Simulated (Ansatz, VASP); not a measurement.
**One calculation of SiC, two programs**

INCAR

```
PREC     = Accurate       # precision mode
ENCUT    = 600            # plane-wave cutoff, eV
EDIFF    = 1E-6           # SCF threshold, eV
ISMEAR   = -1             # smearing method
SIGMA    = 0.02           # smearing width, eV
LREAL    = F              # projectors in reciprocal space
LASPH    = T              # aspherical terms in the spheres
NELM     = 60             # most SCF steps
ALGO     = Normal         # electronic algorithm
ISIF     = 3              # what is computed and relaxed
LWAVE    = F              # write WAVECAR
LCHARG   = F              # write CHGCAR
GGA      = PE             # functional
IBRION   = 2              # ionic algorithm
NSW      = 60             # ionic steps
EDIFFG   = -0.005         # ionic threshold
```

File KPOINTS:

```
regular mesh
0
Gamma
  13 13 13
```

POSCAR

```
SiC
1.0
    0.0000000000      2.1616189057      2.1616189057
    2.1616189057      0.0000000000      2.1616189057
    2.1616189057      2.1616189057      0.0000000000
Si C
1 1
Direct
    0.0000000000      0.0000000000      0.0000000000
    0.2500000000      0.2500000000      0.2500000000
```

Input for Ansatz:

```yaml
crystal:
  lattice:
    - [0.0, 2.1616189057, 2.1616189057]
    - [2.1616189057, 0.0, 2.1616189057]
    - [2.1616189057, 2.1616189057, 0.0]
  atoms:
    - { symbol: Si, position: [0.0, 0.0, 0.0] }
    - { symbol: C, position: [0.25, 0.25, 0.25] }
kpoints:
  mp_grid: { grid: [13, 13, 13] }
scf:
  occupations: { method: fermi_dirac, width: 0.02 }
hamiltonian:
  xc: pbe
  pseudopotentials: { kind: paw }
output:
  forces: true
  stress: true
relax:
  f_tol: 0.005
  max_steps: 40
  cell: {}
```

Alike in both runs: task relaxation of cell and atoms; functional PBE; k mesh 13 × 13 × 13; occupations fermi-dirac, width 0.02 eV; no spin polarisation.

```csv
,VASP,Ansatz
version,VASP 6.6.1,Ansatz 0.2.0
potentials or method,"VASP PAW PBE potentials, release 64 (Si, C)","PAW with Ansatz's default frozen-core files, scalar-relativistic"
plane-wave cutoff (eV),600,420
valence electrons in the cell,8,8
```

```csv
,VASP,Ansatz,Ansatz less VASP
relaxed volume (Å³/atom),10.50,10.50,+0.006
relaxed length of the cell vector where the two differ most in proportion (Å),3.096,3.097,+0.0006
```
